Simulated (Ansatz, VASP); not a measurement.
# Ge: VASP beside Ansatz

```
Ge
1.0
     3.99697    0.00000    0.00000
    -1.99848    3.46148    0.00000
     0.00000    0.00000   22.42634
Ge
6
Cartesian
  0.0000 2.3077 7.5000
  1.9985 1.1538 8.3300
  1.9985 1.1538 10.7982
  0.0000 2.3077 11.6282
  0.0000 2.3077 14.0964
  1.9985 1.1538 14.9263
```

Alike in both runs: task single point; functional PBEsol; k mesh 9 × 9 × 1; occupations fermi-dirac, width 0.025 eV; no spin polarisation.

|  | VASP | Ansatz |
| --- | --- | --- |
| version | VASP 6.6.1 | Ansatz 0.2.0 |
| potentials or method | VASP PAW PBE potentials, release 64 (Ge_d), cutoff 520 eV | scalar-relativistic, plane waves, PAW |
| valence electrons in the cell | 84 | 84 |

```csv
,VASP,Ansatz,Ansatz less VASP
gap on the k mesh at the Fermi level (eV),none,none,-
rms of the force components (eV/Å),0.114,0.109,-0.0045
```

VASP's potentials were made for PBE, not for PBEsol. Atom by atom the forces differ by 0.005 eV/Å (rms over components). A gap of «none» marks a metal or a gap that the smearing closes.
